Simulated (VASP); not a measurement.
A run of VASP 6.6.1 is set up as follows.

Contents of INCAR:

```
PREC     = Accurate       # precision mode
ENCUT    = 500            # plane-wave cutoff, eV
EDIFF    = 1E-6           # SCF threshold, eV
ISMEAR   = 0              # smearing method
SIGMA    = 0.15           # smearing width, eV
LREAL    = False          # projectors in reciprocal space
LASPH    = True           # aspherical terms in the spheres
NELM     = 120            # most SCF steps
ALGO     = Normal         # electronic algorithm
ISIF     = 2              # what is computed and relaxed
LWAVE    = False          # write WAVECAR
LCHARG   = True           # write CHGCAR
GGA      = PE             # functional
LELF     = True           # ELF
LVHAR    = True         
NBANDS   = 23             # bands
GGA_COMPAT= False
```

The input KPOINTS:

```
Automatic mesh
0
Gamma
  4 4 3
```

POSCAR

```
In2S
1.0
    4.9240037290      0.0000000000      0.0000000000
   -2.4620018645      4.2643123177      0.0000000000
    0.0000000000      0.0000000000      3.7556609279
In S
2 1
Direct
    0.3333333333      0.6666666667      0.0000000000
    0.6666666667      0.3333333333      0.0000000000
    0.0000000000      0.0000000000      0.5000000000
```

Potentials or basis: VASP PAW PBE potentials, release 64 (In_d, S).

The run is started by

```sh
$ cat potpaw_PBE.64/In_d/POTCAR potpaw_PBE.64/S/POTCAR > POTCAR
$ mpirun -np 1 vasp_std > vasp.out
```

What does it give for the band gap on the k mesh?

Zero (bands 16 and 17 overlap by 0.54 eV).

Predict the pressure.

0.0 GPa.

Stress tensor (GPa, compression positive):
```
-0.05  0.00  0.00
 0.00 -0.05  0.00
 0.00  0.00  0.05
```

Caveat: the k points lie up to 0.56 Å⁻¹ apart, too coarse for converged energies and pressures of a metal; spin-orbit coupling is left out, which moves the levels of the heavy elements.
